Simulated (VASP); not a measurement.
# AlN (gw) (I-4m2) in VASP: further runs

AlN (gw) is run at these levels: PBEsol; tasks: single point.

All numbers are computed with VASP 6.6.1; they aren't measurements. Logs are shortened: lines on timing, memory, paths and dates and some standing lists are left out, and cuts for length are marked.

### Step 1. The cell of the first run

The structure is tetragonal, space group I-4m2 (No. 119). The conventional cell has a = 3.126 Å, b = 3.126 Å, c = 4.328 Å, α = 90.00°, β = 90.00°, γ = 90.00°. Within 2.5 Å of Al (site symmetry -4m2) lie 4 N at 1.90 Å. N (site symmetry -4m2) has 4 Al at 1.90 Å within 2.5 Å.

### Step 2. Single point, PBEsol

The input, INCAR:

```
SYSTEM = AlN
PREC     = Accurate       ! precision mode
ENCUT    = 600            ! plane-wave cutoff, eV
EDIFF    = 1E-6           ! SCF threshold, eV
ISMEAR   = 0              ! smearing method
SIGMA    = 0.01           ! smearing width, eV
LREAL    = .False.        ! projectors in reciprocal space
LASPH    = .True.         ! aspherical terms in the spheres
NELM     = 120            ! most SCF steps
ALGO     = Normal         ! electronic algorithm
ISIF     = 2              ! what is computed and relaxed
LWAVE    = .False.        ! write WAVECAR
LCHARG   = .True.         ! write CHGCAR
GGA      = PS             ! functional
LELF     = .True.         ! ELF
LVHAR    = .True.       
NBANDS   = 11             ! bands
GGA_COMPAT= .False.
```

The input, KPOINTS:

```
regular mesh
0
Gamma
  6 6 6
  0 0 0
```

The input, POSCAR:

```
AlN
1.0
    0.0000000000      2.2105768137      2.1639042437
    2.2105768137      0.0000000000      2.1639042437
    2.2105768137      2.2105768137      0.0000000000
Al N
1 1
Direct
    0.0000000000      0.0000000000      0.0000000000
    0.2500000000      0.2500000000      0.2500000000
```

Potentials or basis: VASP PAW PBE potentials, release 64 (Al, N).

On the command line:

```bash
$ cat potpaw_PBE.64/Al/POTCAR potpaw_PBE.64/N/POTCAR > POTCAR
$ mpirun -np 1 vasp_std > vasp.out
```

OUTCAR:

```text
SYSTEM = AlN
   PREC = Accurate
   ENCUT = 600
   EDIFF = 1E-6
   ISMEAR = 0
   LREAL = .False.
   LASPH = .True.
   NELM = 120
   ISIF = 2
   GGA = PS

 ion  position               nearest neighbor table
   1  0.000  0.000  0.000-   2 1.90   2 1.90   2 1.90   2 1.90
   2  0.250  0.250  0.250-   1 1.90   1 1.90   1 1.90   1 1.90

  LATTYP: Found a body centered tetragonal cell.
 ALAT       =     3.1262277106
 C/A-ratio  =     1.3843548481

  Lattice vectors:

 A1 = (   0.0000000000,  -2.2105768137,  -2.1639042437)
 A2 = (   0.0000000000,   2.2105768137,  -2.1639042437)
 A3 = (   2.2105768137,   0.0000000000,   2.1639042437)

Analysis of symmetry for initial positions (statically):
=====================================================================
 Subroutine PRICEL returns:
 Original cell was already a primitive cell.

 Routine SETGRP: Setting up the symmetry group for a
 body centered tetragonal supercell.

 Subroutine GETGRP returns: Found  8 space group operations
 (whereof  8 operations were pure point group operations)
 out of a pool of 16 trial point group operations.

The static configuration has the point symmetry D_2d.

Analysis of symmetry for dynamics (positions and initial velocities):
=====================================================================
 Subroutine PRICEL returns:
 Original cell was already a primitive cell.

 Routine SETGRP: Setting up the symmetry group for a
 body centered tetragonal supercell.

 Subroutine GETGRP returns: Found  8 space group operations
 (whereof  8 operations were pure point group operations)
 out of a pool of 16 trial point group operations.

The dynamic configuration has the point symmetry D_2d.

 Subroutine INISYM returns: Found  8 space group operations
 (whereof  8 operations are pure point group operations),
 and found     1 'primitive' translations

----------------------------------------------------------------------------------------

                                     Primitive cell

  volume of cell :      21.1485

  direct lattice vectors                    reciprocal lattice vectors
     0.000000000  2.210576814  2.163904244    -0.226185309  0.226185309  0.231063829
     2.210576814  0.000000000  2.163904244     0.226185309 -0.226185309  0.231063829
     2.210576814  2.210576814  0.000000000     0.226185309  0.226185309 -0.231063829

  length of vectors
     3.093401271  3.093401271  3.126227711     0.394601167  0.394601167  0.394601167

  position of ions in fractional coordinates (direct lattice)
     0.000000000  0.000000000  0.000000000
     0.250000000  0.250000000  0.250000000

  ion indices of the primitive-cell ions
   primitive index   ion index
                 1           1
                 2           2

----------------------------------------------------------------------------------------

 KPOINTS: regular mesh

Automatic generation of k-mesh.
 Grid dimensions read from file:
 generate k-points for:    6    6    6

 Generating k-lattice:

  Cartesian coordinates                     Fractional coordinates (reciprocal lattice)
    -0.037697552  0.037697552  0.038510638     0.166666667  0.000000000  0.000000000
     0.037697552 -0.037697552  0.038510638     0.000000000  0.166666667  0.000000000
     0.037697552  0.037697552 -0.038510638     0.000000000  0.000000000  0.166666667

  Length of vectors
     0.065766861  0.065766861  0.065766861

  Shift w.r.t. Gamma in fractional coordinates (k-lattice)
     0.000000000  0.000000000  0.000000000

 Subroutine IBZKPT returns following result:
 ===========================================

 Found     30 irreducible k-points:

 Following reciprocal coordinates:
            Coordinates               Weight
  0.000000  0.000000  0.000000      1.000000
  0.166667  0.000000  0.000000      8.000000
  0.333333  0.000000  0.000000      8.000000
  0.500000  0.000000  0.000000      4.000000
  0.166667  0.166667  0.000000      2.000000
  0.333333  0.166667  0.000000      8.000000
[... 16 lines left out ...]
  0.333333  0.000000  0.333333      4.000000
  0.500000 -0.000000  0.333333     16.000000
 [... further k-points ...]
   k-points           NKPTS =     30   k-points in BZ     NKDIM =     30   number of bands    NBANDS=     11
   number of dos      NEDOS =    301   number of ions     NIONS =      2
   total plane-waves  NPLWV =  21952
   dimension x,y,z NGX =    28 NGY =   28 NGZ =   28
   dimension x,y,z NGXF=    56 NGYF=   56 NGZF=   56
   ions per type =               1   1
   NGX,Y,Z   is equivalent  to a cutoff of  15.05, 15.05, 14.89 a.u.
   NGXF,Y,Z  is equivalent  to a cutoff of  30.10, 30.10, 29.78 a.u.
 SYSTEM =  AlN
   PREC   = accura    normal or accurate (medium, high low for compatibility)
   ISTART =      0    job   : 0-new  1-cont  2-samecut
   ICHARG =      2    charge: 1-file 2-atom 10-const
   ISPIN  =      1    spin polarized calculation?
   LNONCOLLINEAR =      F non collinear calculations
   LSORBIT =      F    spin-orbit coupling
   LASPH  =      T    aspherical Exc in radial PAW
   ENCUT  =  600.0 eV  44.10 Ry    6.64 a.u.   6.18  6.18  6.24*2*pi/ulx,y,z
   NELM   =    120;   NELMIN=  2; NELMDL= -5     # of ELM steps
   EDIFF  = 0.1E-05   stopping-criterion for ELM
   LREAL  =      F    real-space projection
   EDIFFG = 0.1E-04   stopping-criterion for IOM
   NSW    =      0    number of steps for IOM
   IBRION =     -1    ionic relax: 0-MD 1-quasi-New 2-CG
   NFREE  =      0    steps in history (QN), initial steepest desc. (CG)
   ISIF   =      2    stress and relaxation
   ISYM   =      2    0-nonsym 1-usesym 2-fastsym
   POTIM  = 0.5000    time-step for ionic-motion
   TEBEG  =    0.0;   TEEND  =   0.0 temperature during run
   PSTRESS=    0.0 pullay stress
   NELECT =       8.0000    total number of electrons
   NUPDOWN=      -1.0000    fix difference up-down
   EMIN   =  10.00;   EMAX   =-10.00  energy-range for DOS
   EFERMI =   0.00;   METHOD = LEGACY
   ISMEAR =     0;   SIGMA  =   0.01  broadening in eV -4-tet -1-fermi 0-gaus
   EFERMI_NEDOS =   21; number of points for ismear=-14 and -15
   IALGO  =     38    algorithm
   IMIX   =      4    mixing-type and parameters
     AMIX     =   0.40;   BMIX     =  1.00
     AMIX_MAG =   1.60;   BMIX_MAG =  1.00
  volume/ion in A,a.u.               =      10.57        71.36
  Fermi-wavevector in a.u.,A,eV,Ry     =   1.183982  2.237401 19.072827  1.401813
  Thomas-Fermi vector in A             =   2.320205
   LORBIT       =      0    0 simple, 1 ext, 2 COOP (PROOUT), +10 PAW based schemes
   GGA     = PS    functional components
   LHFCALC =     F    Hartree Fock is set to
   AEXX    =    0.0000 exact exchange contribution
   IVDW    =     0    specifies the selected vdW correction
   LEPSILON=     F    determine dielectric tensor
   LRPA    =     F    only Hartree local field effects (RPA)
 non-spin polarized calculation
 Gauss-broadening in eV      SIGMA  =   0.01
  energy-cutoff  :      600.00
  volume of cell :       21.15
 maximum number of plane-waves:       725
 NGX is ok and might be reduce to    28
   NGX = 13   NGY = 13   NGZ = 13

 number of electron       7.9999999 magnetization

 Free energy of the ion-electron system (eV)
  ---------------------------------------------------
  ext. energy  EPLUGINS =         0.00000000
  ---------------------------------------------------
  free energy    TOTEN  =       -15.60771622 eV

  energy without entropy =      -15.60771622  energy(sigma->0) =      -15.60771622

 E-fermi :   5.8987     XC(G=0): -11.0642

 val. band max:        5.7986477721   @ k =   0.0000   0.0000   0.0000
 cond. band min:       8.8587378240   @ k =   0.5000   0.5000   0.0000
 fundamental gap:      3.0600900519
 Fermi energy:         5.8986667028

 k-point     1 :       0.0000    0.0000    0.0000
  band No.  band energies     occupation
      1      -9.1318      2.00000
      2       5.7138      2.00000
      3       5.7138      2.00000
      4       5.7986      2.00000
      5       9.7402      0.00000
      6      18.0471      0.00000
      7      18.0712      0.00000
      8      18.0712      0.00000
      9      22.8654      0.00000
     10      23.5127      0.00000
     11      24.2727      0.00000

 k-point     2 :       0.1667    0.0000    0.0000
  band No.  band energies     occupation
      1      -8.7363      2.00000
      2       3.8779      2.00000
      3       5.5649      2.00000
      4       5.6534      2.00000
      5      11.1690      0.00000
      6      17.1329      0.00000
      7      18.1557      0.00000
      8      18.3077      0.00000
      9      21.2418      0.00000
     10      21.5211      0.00000
     11      23.1459      0.00000

 k-point     3 :       0.3333    0.0000    0.0000
  band No.  band energies     occupation
      1      -7.7544      2.00000
      2       1.1911      2.00000
      3       5.2960      2.00000
      4       5.4423      2.00000
      5      12.5328      0.00000
      6      15.9014      0.00000
      7      17.0706      0.00000
      8      17.4795      0.00000
      9      22.6298      0.00000
     10      23.0422      0.00000
     11      23.0810      0.00000

 k-point     4 :       0.5000    0.0000    0.0000
  band No.  band energies     occupation
      1      -7.0908      2.00000
      2      -0.1103      2.00000
      3       5.1738      2.00000
      4       5.3467      2.00000
      5      12.8739      0.00000
      6      15.4072      0.00000
      7      16.4880      0.00000
      8      16.9009      0.00000
      9      23.3490      0.00000
     10      25.4609      0.00000
     11      25.5766      0.00000
[... 239 lines left out ...]
 k-point    22 :      -0.3333    0.5000    0.1667
  band No.  band energies     occupation
      1      -6.3814      2.00000
      2       1.5477      2.00000
      3       2.8617      2.00000
      4       3.1938      2.00000
      5      10.7463      0.00000
      6      15.6052      0.00000
      7      18.3594      0.00000
      8      18.7198      0.00000
      9      21.8893      0.00000
     10      25.6727      0.00000
     11      29.9124      0.00000

 k-point    23 :       0.3333    0.0000    0.3333
  band No.  band energies     occupation
      1      -7.3378      2.00000
      2       1.8039      2.00000
      3       4.3879      2.00000
      4       4.4069      2.00000
      5      10.3914      0.00000
      6      14.9857      0.00000
      7      17.6837      0.00000
      8      20.0606      0.00000
      9      20.6115      0.00000
     10      26.5469      0.00000
     11      29.3621      0.00000

 k-point    24 :       0.5000   -0.0000    0.3333
  band No.  band energies     occupation
      1      -6.6792      2.00000
      2       1.1488      2.00000
      3       3.2252      2.00000
      4       4.3008      2.00000
      5      10.3187      0.00000
      6      15.2488      0.00000
      7      18.2178      0.00000
      8      20.0663      0.00000
      9      20.9342      0.00000
     10      27.0464      0.00000
     11      29.3809      0.00000

 [... further k-points ...]
[... 5 lines left out ...]
  --------------------------------------------------------------------------------------
  -------------------------------------------------------------------------------------
  Total       -0.3609956     -0.3609956     -0.0191234      0.0000000      0.0000000      0.0000000
  in kB      -27.3484863    -27.3484863     -1.4487637      0.0000000      0.0000000      0.0000000
  external PRESSURE =     -18.7152455 kB  Pullay stress =       0.0000000 kB

 VOLUME and BASIS-vectors are now :
 -----------------------------------------------------------------------------
  energy-cutoff  :      600.00
  volume of cell :       21.15
      direct lattice vectors                 reciprocal lattice vectors
     0.000000000  2.210576814  2.163904244    -0.226185309  0.226185309  0.231063829
     2.210576814  0.000000000  2.163904244     0.226185309 -0.226185309  0.231063829
     2.210576814  2.210576814  0.000000000     0.226185309  0.226185309 -0.231063829

 POSITION                                       TOTAL-FORCE (eV/Angst)
 -----------------------------------------------------------------------------------
      0.00000      0.00000      0.00000         0.000000      0.000000      0.000000
      1.10529      1.10529      1.08195        -0.000000     -0.000000     -0.000000
 -----------------------------------------------------------------------------------
    total drift:                                0.000000      0.000000     -0.000000

  FREE ENERGIE OF THE ION-ELECTRON SYSTEM (eV)
  ---------------------------------------------------
  free  energy   TOTEN  =       -15.6077162187 eV

  energy  without entropy=      -15.6077162187  energy(sigma->0) =      -15.60771622
```

It took 8.2 s on 1 thread of Intel Xeon Platinum 8375C at 2.90GHz (Ice Lake), shared host; peak memory 0.15 GiB.

Results:

| Item | Value |
| --- | --- |
| Free energy | -15.6077 eV |
| Pressure | -1.9 GPa |
| Band gap on the k mesh | 3.06 eV, indirect (least direct gap 3.94 eV) |

Caveat: the PAW data sets were made with another functional, which shifts forces and pressure a little. A k mesh can miss the band edges.

### Step 3. Single point, PBEsol

The input, INCAR:

```
PREC = Accurate
ENCUT = 600
EDIFF = 1E-6
ISMEAR = 0
SIGMA = 0.01
LREAL = F
LASPH = T
NELM = 120
ALGO = Normal
ISIF = 2
LWAVE = F
LCHARG = F
GGA = PS
NBANDS = 11
GGA_COMPAT = F
```

The input, KPOINTS:

```
Automatic mesh
0
Gamma
  6 6 6
```

POSCAR is that of step 2.

Potentials or basis: VASP PAW PBE potentials, release 64 (Al, N).

On the command line:

```bash
$ cat potpaw_PBE.64/Al/POTCAR potpaw_PBE.64/N/POTCAR > POTCAR
$ mpirun -np 1 vasp_std > vasp.out
```

It took 8.3 s on 1 thread of Intel Xeon Platinum 8375C at 2.90GHz (Ice Lake), shared host; peak memory 0.15 GiB.

The run converged. Its results:

* Free energy: -15.6077 eV
* Pressure: -1.9 GPa
* Band gap on the k mesh: 3.06 eV, indirect (least direct gap 3.94 eV)

Stress tensor (GPa, compression positive):
```
-2.73  0.00  0.00
 0.00 -2.73  0.00
 0.00  0.00 -0.14
```

Levels at points of the mesh, in eV from the valence-band top:
```
           k point  band 2  band 3  band 4  band 5  band 6  band 7
(0.00, 0.00, 0.00)   -0.08   -0.08    0.00    3.94   12.25   12.27
(0.50, 0.00, 0.00)   -5.91   -0.62   -0.45    7.08    9.61   10.69
(0.50, 0.50, 0.00)   -4.82   -1.95   -1.95    3.06    8.11   13.86
(0.50, 0.00, 0.50)   -5.03   -1.77   -1.77    3.15    8.44   13.49
```

Caveat: the PAW data sets were made with another functional, which shifts forces and pressure a little.
